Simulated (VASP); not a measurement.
# Ga (P4/mmm) in VASP: notebook

Ga is run at these levels: PBE, r2SCAN; tasks: single point, relaxation of cell and atoms, relaxation of shape and atoms at fixed volume.

Program: VASP 6.6.1. These are calculated values, not measurements. Logs are shortened: lines on timing, memory, paths and dates and some standing lists are left out, and cuts for length are marked.

### 1 The cell of the first run

The typed cell holds 1 atom: a = 2.716 Å, b = 2.716 Å, c = 2.717 Å, α = 90.00°, β = 90.00°, γ = 90.00°.

### 2 Single point, PBE

The input, INCAR:

```
PREC     = Accurate       # precision mode
ENCUT    = 520            # plane-wave cutoff, eV
EDIFF    = 1E-7           # SCF threshold, eV
ISMEAR   = 0              # smearing method
SIGMA    = 0.1            # smearing width, eV
LREAL    = F              # projectors in reciprocal space
LASPH    = T              # aspherical terms in the spheres
NELM     = 100            # most SCF steps
ALGO     = Normal         # electronic algorithm
ISIF     = 2              # what is computed and relaxed
LWAVE    = F              # write WAVECAR
LCHARG   = F              # write CHGCAR
GGA      = PE             # functional
NBANDS   = 12             # bands
```

The input, KPOINTS:

```
Automatic mesh
0
Gamma
  20 20 20
```

The input, POSCAR:

```
Ga
1.0
    2.7161341731      0.0000000000      0.0000000000
    0.0000000000      2.7161341731      0.0000000000
    0.0000000000      0.0000000000      2.7171847977
Ga
1
Direct
    0.0000000000      0.0000000000      0.0000000000
```

Potentials or basis: VASP PAW PBE potentials, release 64 (Ga_d).

Command:

```sh
$ cat potpaw_PBE.64/Ga_d/POTCAR > POTCAR
$ mpirun -np 1 vasp_std > vasp.out
```

OUTCAR:

```text
PREC = Accurate
   ENCUT = 520
   EDIFF = 1E-7
   ISMEAR = 0
   LREAL = F
   LASPH = T
   NELM = 100
   ISIF = 2
   GGA = PE

 ion  position               nearest neighbor table
   1  0.000  0.000  0.000-

  LATTYP: Found a simple tetragonal cell.
 ALAT       =     2.7161341731
 C/A-ratio  =     1.0003868088

  Lattice vectors:

 A1 = (   2.7161341731,   0.0000000000,   0.0000000000)
 A2 = (   0.0000000000,   2.7161341731,   0.0000000000)
 A3 = (   0.0000000000,   0.0000000000,   2.7171847977)

Analysis of symmetry for initial positions (statically):
=====================================================================
 Subroutine PRICEL returns:
 Original cell was already a primitive cell.

 Routine SETGRP: Setting up the symmetry group for a
 simple tetragonal supercell.

 Subroutine GETGRP returns: Found 16 space group operations
 (whereof 16 operations were pure point group operations)
 out of a pool of 16 trial point group operations.

The static configuration has the point symmetry D_4h.

Analysis of symmetry for dynamics (positions and initial velocities):
=====================================================================
 Subroutine PRICEL returns:
 Original cell was already a primitive cell.

 Routine SETGRP: Setting up the symmetry group for a
 simple tetragonal supercell.

 Subroutine GETGRP returns: Found 16 space group operations
 (whereof 16 operations were pure point group operations)
 out of a pool of 16 trial point group operations.

The dynamic configuration has the point symmetry D_4h.

 Subroutine INISYM returns: Found 16 space group operations
 (whereof 16 operations are pure point group operations),
 and found     1 'primitive' translations

----------------------------------------------------------------------------------------

                                     Primitive cell

  volume of cell :      20.0457

  direct lattice vectors                    reciprocal lattice vectors
     2.716134173  0.000000000  0.000000000     0.368170325  0.000000000  0.000000000
     0.000000000  2.716134173  0.000000000     0.000000000  0.368170325  0.000000000
     0.000000000  0.000000000  2.717184798     0.000000000  0.000000000  0.368027968

  length of vectors
     2.716134173  2.716134173  2.717184798     0.368170325  0.368170325  0.368027968

  position of ions in fractional coordinates (direct lattice)
     0.000000000  0.000000000  0.000000000

[... 75 lines left out ...]
   EDIFF  = 0.1E-06   stopping-criterion for ELM
   LREAL  =      F    real-space projection
   EDIFFG = 0.1E-05   stopping-criterion for IOM
   NSW    =      0    number of steps for IOM
   IBRION =     -1    ionic relax: 0-MD 1-quasi-New 2-CG
   NFREE  =      0    steps in history (QN), initial steepest desc. (CG)
   ISIF   =      2    stress and relaxation
   ISYM   =      2    0-nonsym 1-usesym 2-fastsym
   POTIM  = 0.5000    time-step for ionic-motion
   TEBEG  =    0.0;   TEEND  =   0.0 temperature during run
   PSTRESS=    0.0 pullay stress
   NELECT =      13.0000    total number of electrons
   NUPDOWN=      -1.0000    fix difference up-down
   EMIN   =  10.00;   EMAX   =-10.00  energy-range for DOS
   EFERMI =   0.00;   METHOD = LEGACY
   ISMEAR =     0;   SIGMA  =   0.10  broadening in eV -4-tet -1-fermi 0-gaus
   EFERMI_NEDOS =   21; number of points for ismear=-14 and -15
   IALGO  =     38    algorithm
   IMIX   =      4    mixing-type and parameters
     AMIX     =   0.40;   BMIX     =  1.00
     AMIX_MAG =   1.60;   BMIX_MAG =  1.00
  volume/ion in A,a.u.               =      20.05       135.28
  Fermi-wavevector in a.u.,A,eV,Ry     =   1.417040  2.677817 27.320527  2.008002
  Thomas-Fermi vector in A             =   2.538312
   LORBIT       =      0    0 simple, 1 ext, 2 COOP (PROOUT), +10 PAW based schemes
   GGA     = PE    functional components
   LHFCALC =     F    Hartree Fock is set to
   AEXX    =    0.0000 exact exchange contribution
   IVDW    =     0    specifies the selected vdW correction
   LEPSILON=     F    determine dielectric tensor
   LRPA    =     F    only Hartree local field effects (RPA)
 non-spin polarized calculation
 Gauss-broadening in eV      SIGMA  =   0.10
  energy-cutoff  :      520.00
  volume of cell :       20.05
 maximum number of plane-waves:       554
   NGX = 11   NGY = 11   NGZ = 11

 number of electron      13.0000027 magnetization

 Free energy of the ion-electron system (eV)
  ---------------------------------------------------
  ext. energy  EPLUGINS =         0.00000000
  ---------------------------------------------------
  free energy    TOTEN  =        -2.82677669 eV

  energy without entropy =       -2.82410231  energy(sigma->0) =       -2.82543950

 E-fermi :   4.7586     XC(G=0): -10.6372

 val. band max:        4.7580074493   @ k =   0.4000   0.2000   0.4500
 cond. band min:       4.7590324022   @ k =   0.4500   0.4000   0.2000
 fundamental gap:      0.0010249529
 Fermi energy:         4.7586292502

 k-point     1 :       0.0000    0.0000    0.0000
  band No.  band energies     occupation
      1     -10.3557      2.00000
      2     -10.3552      2.00000
      3      -9.8421      2.00000
      4      -9.8421      2.00000
      5      -9.8418      2.00000
      6      -5.8020      2.00000
      7      13.7023      0.00000
      8      13.7177      0.00000
      9      13.7177      0.00000
     10      16.6380      0.00000
     11      16.6469      0.00000
     12      19.1028      0.00000
[... 331 lines left out ...]
 k-point    24 :       0.2000    0.1000    0.0000
  band No.  band energies     occupation
      1     -10.3184      2.00000
      2     -10.2214      2.00000
      3      -9.9088      2.00000
      4      -9.8899      2.00000
      5      -9.8512      2.00000
      6      -4.7834      2.00000
      7       8.0695      0.00000
      8      12.0668      0.00000
      9      14.7364      0.00000
     10      18.1668      0.00000
     11      20.9052      0.00000
     12      24.2687      0.00000

 [... further k-points ...]
[... 5 lines left out ...]
  --------------------------------------------------------------------------------------
  -------------------------------------------------------------------------------------
  Total        0.0181819      0.0181819      0.0141588      0.0000000      0.0000000      0.0000000
  in kB        1.4532108      1.4532108      1.1316580      0.0000000      0.0000000      0.0000000
  external PRESSURE =       1.3460266 kB  Pullay stress =       0.0000000 kB

 VOLUME and BASIS-vectors are now :
 -----------------------------------------------------------------------------
  energy-cutoff  :      520.00
  volume of cell :       20.05
      direct lattice vectors                 reciprocal lattice vectors
     2.716134173  0.000000000  0.000000000     0.368170325  0.000000000  0.000000000
     0.000000000  2.716134173  0.000000000     0.000000000  0.368170325  0.000000000
     0.000000000  0.000000000  2.717184798     0.000000000  0.000000000  0.368027968

 POSITION                                       TOTAL-FORCE (eV/Angst)
 -----------------------------------------------------------------------------------
      0.00000      0.00000      0.00000         0.000000      0.000000      0.000000
 -----------------------------------------------------------------------------------
    total drift:                                0.000000      0.000000      0.000000

  FREE ENERGIE OF THE ION-ELECTRON SYSTEM (eV)
  ---------------------------------------------------
  free  energy   TOTEN  =        -2.8267766898 eV

  energy  without entropy=       -2.8241023068  energy(sigma->0) =       -2.82543950
```

OSZICAR:

```text
N       E                     dE             d eps       ncg     rms          rms(c)
DAV:   1     0.447347171481E+02    0.44735E+02   -0.67579E+03 18684   0.185E+03
DAV:   2    -0.537173064820E+00   -0.45272E+02   -0.43621E+02 18280   0.263E+02
DAV:   3    -0.282679728491E+01   -0.22896E+01   -0.22842E+01 20464   0.473E+01
DAV:   4    -0.284775057527E+01   -0.20953E-01   -0.20951E-01 19636   0.484E+00
DAV:   5    -0.284799443043E+01   -0.24386E-03   -0.24385E-03 20888   0.491E-01    0.906E-01
DAV:   6    -0.282921299963E+01    0.18781E-01   -0.39870E-02 21384   0.386E+00    0.450E-01
DAV:   7    -0.282695569443E+01    0.22573E-02   -0.66164E-03 24204   0.130E+00    0.135E-01
DAV:   8    -0.282676945015E+01    0.18624E-03   -0.68734E-04 19648   0.420E-01    0.146E-02
DAV:   9    -0.282677659435E+01   -0.71442E-05   -0.11616E-05 20376   0.356E-02    0.341E-03
DAV:  10    -0.282677690961E+01   -0.31526E-06   -0.55241E-07 21068   0.106E-02    0.577E-04
DAV:  11    -0.282677672243E+01    0.18718E-06   -0.25595E-08 12836   0.255E-03    0.170E-04
DAV:  12    -0.282677668982E+01    0.32619E-07   -0.32714E-09 10144   0.641E-04
   1 F= -.28267767E+01 E0= -.28254395E+01  d E =-.267438E-02
```

stdout:

```text
POSCAR found type information on POSCAR Ga
 POSCAR found :  1 types and       1 ions
 scaLAPACK will be used
 LDA part: xc-table for (Slater+PW92), standard interpolation
 POSCAR, INCAR and KPOINTS ok, starting setup
 FFT: planning ... GRIDC
 FFT: planning ... GRID_SOFT
 FFT: planning ... GRID
 WAVECAR not read
 entering main loop
```

It took 2 min on 1 thread of Intel Xeon Platinum 8259CL at 2.50GHz (Skylake/Cascade Lake), shared host; peak memory 0.26 GiB.

What came out:

| Quantity | Value |
| --- | --- |
| Free energy | -2.8268 eV |
| Pressure | 0.1 GPa |

Levels at points of the mesh, in eV from the Fermi level:
```csv
k point,band 3,band 4,band 5,band 6,band 7,band 8,band 9,band 10,band 11,band 12
"(0.00, 0.00, 0.00)",-14.60,-14.60,-14.60,-10.56,8.94,8.96,8.96,11.88,11.89,14.34
"(0.50, 0.00, 0.00)",-14.74,-14.74,-14.59,-6.20,-4.10,12.37,12.38,15.59,16.43,17.30
"(0.50, 0.50, 0.00)",-14.72,-14.72,-14.46,-1.65,-0.66,-0.66,4.23,15.87,20.46,20.46
"(0.00, 0.00, 0.50)",-14.74,-14.74,-14.59,-6.21,-4.10,12.38,12.38,15.59,16.43,17.30
"(0.50, 0.00, 0.50)",-14.72,-14.72,-14.47,-1.66,-0.66,-0.66,4.22,15.88,20.47,20.47
"(0.50, 0.50, 0.50)",-14.94,-14.46,-14.46,2.63,2.63,2.63,3.76,8.19,8.20,8.20
```

### 3 Relaxation of cell and atoms, PBE

This run uses another cell than the first one, of 20.33 Å³/atom, 1.014 times its volume.

The input, INCAR:

```
SYSTEM = Ga
PREC = Accurate
ENCUT = 600
EDIFF = 1E-7
ISMEAR = 0
SIGMA = 0.1
LREAL = .FALSE.
LASPH = .TRUE.
NELM = 100
ALGO = Normal
ISIF = 3
LWAVE = .FALSE.
LCHARG = .FALSE.
GGA = PE
IBRION = 2
NSW = 100
EDIFFG = -0.01
```

The input, KPOINTS:

```
Automatic mesh
0
G
  20 20 20
  0 0 0
```

The input, POSCAR:

```
Ga
1.0
    2.7643261576      0.0000000000      0.0000000000
    0.0000000000      2.7643261576      0.0000000000
    0.0000000000      0.0000000000      2.6605426123
Ga
1
Direct
    0.0000000000      0.0000000000      0.0000000000
```

Potentials or basis: VASP PAW PBE potentials, release 64 (Ga_d).

Command:

```sh
$ cat potpaw_PBE.64/Ga_d/POTCAR > POTCAR
$ mpirun -np 1 vasp_std > vasp.out
```

Wall time 5.6 min (1 thread of Intel Xeon Platinum 8259CL at 2.50GHz (Skylake/Cascade Lake), shared host); peak memory 0.31 GiB.

It converged, with:

- Free energy: -2.8267 eV
- Relaxed volume: 20.09 Å³/atom
- Relaxed cell: a = 2.719 Å, b = 2.719 Å, c = 2.718 Å, α = 90.00°, β = 90.00°, γ = 90.00°
- Space group after relaxing (to 0.05 Å): Pm-3m (No. 221)
- Energy gained by relaxing: 5.0 meV/atom
- Ionic steps: 4
- Pressure after relaxing: 0.0 GPa

Step by step:
```
step  energy change (eV)  largest force (eV/Å)  pressure (GPa)  volume (Å³)
   1              0.0000                0.0000           -0.33        20.33
   2             -0.0039                0.0000           -0.16        20.21
   3             -0.0050                0.0000            0.09        20.07
   4             -0.0050                0.0000            0.00        20.09
```

Final structure:
```yaml
crystal:
  lattice:
    - [2.71871, 0.00000, 0.00000]
    - [0.00000, 2.71871, 0.00000]
    - [0.00000, 0.00000, 2.71761]
  atoms:
    - { symbol: Ga, position: [0.00000, 0.00000, 0.00000] }
```

Levels at points of the mesh, in eV from the Fermi level:
```tsv
k point	band 5	band 6	band 7	band 8	band 9	band 10
(0.00, 0.00, 0.00)	-14.60	-10.55	8.93	8.93	8.95	11.87
(0.50, 0.00, 0.00)	-14.59	-6.20	-4.09	12.35	12.36	15.57
(0.50, 0.50, 0.00)	-14.47	-1.67	-0.66	-0.66	4.22	15.85
(0.00, 0.00, 0.50)	-14.59	-6.19	-4.09	12.35	12.35	15.57
(0.50, 0.00, 0.50)	-14.47	-1.66	-0.66	-0.65	4.23	15.84
(0.50, 0.50, 0.50)	-14.46	2.62	2.62	2.62	3.74	8.19
```

### 4 Single point, PBE

The input, INCAR:

```
SYSTEM = Ga
PREC = Accurate
ENCUT = 520
EDIFF = 1E-7
ISMEAR = 0
SIGMA = 0.1
LREAL = .False.
LASPH = .True.
NELM = 100
ALGO = Normal
ISIF = 2
LWAVE = .False.
LCHARG = .True.
GGA = PE
LELF = .True.
LVHAR = .True.
NBANDS = 12
```

The input, KPOINTS:

```
regular mesh
0
Gamma
  20 20 20
  0 0 0
```

The input, POSCAR:

```
Ga
1.0
    2.7161341731      0.0000000000      0.0000000000
    0.0000000000      2.7161341731      0.0000000000
    0.0000000000      0.0000000000      2.7171847977
Ga
1
Direct
    0.0000000000      0.0000000000      0.0000000000
```

Command:

```sh
$ cat potpaw_PBE.64/Ga_d/POTCAR > POTCAR
$ mpirun -np 1 vasp_std > vasp.out
```

Run time: 1.7 min. Hardware: 1 thread of Intel Xeon Platinum 8259CL at 2.50GHz (Skylake/Cascade Lake), shared host; peak memory 0.26 GiB.

It converged, with:

* Free energy: -2.8268 eV
* Pressure: 0.1 GPa

Levels at points of the mesh, in eV from the Fermi level:
```
           k point  band 4  band 5  band 6  band 7  band 8  band 9  band 10  band 11
(0.00, 0.00, 0.00)  -14.60  -14.60  -10.56    8.94    8.96    8.96    11.88    11.89
(0.50, 0.00, 0.00)  -14.74  -14.59   -6.20   -4.10   12.37   12.38    15.59    16.43
(0.50, 0.50, 0.00)  -14.72  -14.46   -1.65   -0.66   -0.66    4.23    15.87    20.46
(0.00, 0.00, 0.50)  -14.74  -14.59   -6.21   -4.10   12.38   12.38    15.59    16.43
(0.50, 0.00, 0.50)  -14.72  -14.47   -1.66   -0.66   -0.66    4.22    15.88    20.47
(0.50, 0.50, 0.50)  -14.46  -14.46    2.63    2.63    2.63    3.76     8.19     8.20
```

### 5 Single point, r2SCAN

POSCAR is that of step 4.

The input, INCAR.step1:

```
SYSTEM = Ga
ALGO     = Normal         ! electronic algorithm
EDIFF    = 1E-4           ! SCF threshold, eV
ENCUT    = 520            ! plane-wave cutoff, eV
GGA      = PE             ! functional
ISMEAR   = 0              ! smearing method
LASPH    = .True.         ! aspherical terms in the spheres
LCHARG   = .False.        ! write CHGCAR
LREAL    = .False.        ! projectors in reciprocal space
LWAVE    = .True.         ! write WAVECAR
NBANDS   = 12             ! bands
NELM     = 100            ! most SCF steps
PREC     = Accurate       ! precision mode
SIGMA    = 0.1            ! smearing width, eV
```

The input, INCAR.step2:

```
SYSTEM = Ga
ALGO     = Normal         ! electronic algorithm
EDIFF    = 1E-6           ! SCF threshold, eV
ENCUT    = 520            ! plane-wave cutoff, eV
ISIF     = 2              ! what is computed and relaxed
ISMEAR   = 0              ! smearing method
ISTART   = 1            
LASPH    = .True.         ! aspherical terms in the spheres
LCHARG   = .False.        ! write CHGCAR
LMIXTAU  = .True.       
LREAL    = .False.        ! projectors in reciprocal space
LWAVE    = .False.        ! write WAVECAR
METAGGA  = R2SCAN         ! meta-GGA
NBANDS   = 12             ! bands
NELM     = 100            ! most SCF steps
PREC     = Accurate       ! precision mode
SIGMA    = 0.1            ! smearing width, eV
```

The input, KPOINTS:

```
k-points
0
Gamma
  20 20 20
  0 0 0
```

Command:

```sh
$ cat potpaw_PBE.64/Ga_d/POTCAR > POTCAR
$ cp INCAR.step1 INCAR
$ mpirun -np 1 vasp_std > vasp.out
$ cp INCAR.step2 INCAR
$ mpirun -np 1 vasp_std > vasp.out
```

Wall time 15 min (1 thread of AMD EPYC 7R13, shared host); peak memory 0.24 GiB.

Results (log left out):

| Property | Result |
| --- | --- |
| Free energy | -11.2947 eV |
| Pressure | -2.5 GPa |

Levels at points of the mesh, in eV from the Fermi level:
```
           k point  band 5  band 6  band 7  band 8  band 9  band 10
(0.00, 0.00, 0.00)  -15.07  -11.06    9.47    9.49    9.49    12.38
(0.50, 0.00, 0.00)  -15.06   -6.45   -4.27   13.11   13.12    16.15
(0.50, 0.50, 0.00)  -14.93   -1.58   -0.74   -0.74    4.69    16.88
(0.00, 0.00, 0.50)  -15.06   -6.46   -4.27   13.12   13.12    16.15
(0.50, 0.00, 0.50)  -14.93   -1.59   -0.75   -0.74    4.69    16.90
(0.50, 0.50, 0.50)  -14.92    2.70    2.70    2.70    4.32     8.65
```

Caveat: the PAW data sets were made with another functional, which shifts forces and pressure a little.

### 6 Relaxation of shape and atoms at fixed volume, PBE (volume scaled by 0.88)

The input, INCAR:

```
  PREC = Accurate
  ENCUT = 600
  EDIFF = 1E-6
  ISMEAR = 0
  SIGMA = 0.1
  LREAL = False
  LASPH = True
  NELM = 80
  ALGO = Fast
  ISIF = 4
  LWAVE = False
  LCHARG = False
  GGA = PE
  IBRION = 2
  NSW = 50
  EDIFFG = -0.01
```

The input, KPOINTS:

```
Automatic mesh
0
Gamma
  20 20 20
```

The input, POSCAR:

```
Ga
1.0
    2.6028278423      0.0000000000      0.0000000000
    0.0000000000      2.6028278423      0.0000000000
    0.0000000000      0.0000000000      2.6038346390
Ga
1
Direct
    0.0000000000      0.0000000000      0.0000000000
```

Potentials or basis: VASP PAW PBE potentials, release 64 (Ga_d).

Command:

```sh
$ cat potpaw_PBE.64/Ga_d/POTCAR > POTCAR
$ mpirun -np 1 vasp_std > vasp.out
```

Run time: 4.1 min. Hardware: 1 thread of AMD EPYC 7R13, shared host; peak memory 0.25 GiB.

Results (log left out):

```yaml
Free_energy: -2.7695 eV
Pressure_after_relaxing: 8.3 GPa
```

Final structure:
```cif
data_structure
_symmetry_space_group_name_H-M 'P 1'
_symmetry_Int_Tables_number 1
_cell_length_a 2.6028
_cell_length_b 2.6028
_cell_length_c 2.6038
_cell_angle_alpha 90.000
_cell_angle_beta 90.000
_cell_angle_gamma 90.000
_cell_volume 17.64
loop_
_atom_site_label
_atom_site_type_symbol
_atom_site_fract_x
_atom_site_fract_y
_atom_site_fract_z
_atom_site_occupancy
Ga1 Ga 0.00000 0.00000 0.00000 1
```

Levels at points of the mesh, in eV from the Fermi level:
```
           k point  band 5  band 6  band 7  band 8  band 9  band 10
(0.00, 0.00, 0.00)  -14.59  -11.43    9.88    9.90    9.90    12.79
(0.50, 0.00, 0.00)  -14.57   -6.35   -4.69   13.90   13.94    17.01
(0.50, 0.50, 0.00)  -14.41   -1.06   -0.80   -0.80    4.27    18.14
(0.00, 0.00, 0.50)  -14.57   -6.36   -4.69   13.91   13.91    16.98
(0.50, 0.00, 0.50)  -14.41   -1.07   -0.81   -0.80    4.26    18.15
(0.50, 0.50, 0.50)  -14.40    2.96    2.96    2.96    5.46     8.64
```

Caveat: the cell differs from its parent crystal (volume scaled by 0.88); the relaxation stopped at its first step, so nothing moved.

### 7 Summary

```tsv
task	level	cell	cutoff (eV)	gap on the mesh (eV)	pressure (GPa)
single point	PBE	a = 2.716, b = 2.716, c = 2.717 Å, 1 atom	520	none	0.1
relaxation of cell and atoms	PBE	relaxed from a = 2.764, b = 2.764, c = 2.661 Å, 1 atom	600	none	0.0
single point	r2SCAN	a = 2.716, b = 2.716, c = 2.717 Å, 1 atom	520	none	-2.5
relaxation of shape and atoms at fixed volume	PBE	relaxed from a = 2.603, b = 2.603, c = 2.604 Å, 1 atom	600	none	8.3
```

Alike in all rows: potentials or basis VASP PAW PBE potentials, release 64 (Ga_d); no spin polarisation; k mesh 20 × 20 × 20; smearing gaussian 0.1 eV.

Caveats: the PAW data sets were made with another functional, which shifts forces and pressure a little (some runs); the relaxation stopped at its first step, so nothing moved (some runs).

Total energies depend on the potentials used, so only differences within one code and one set of settings carry meaning.
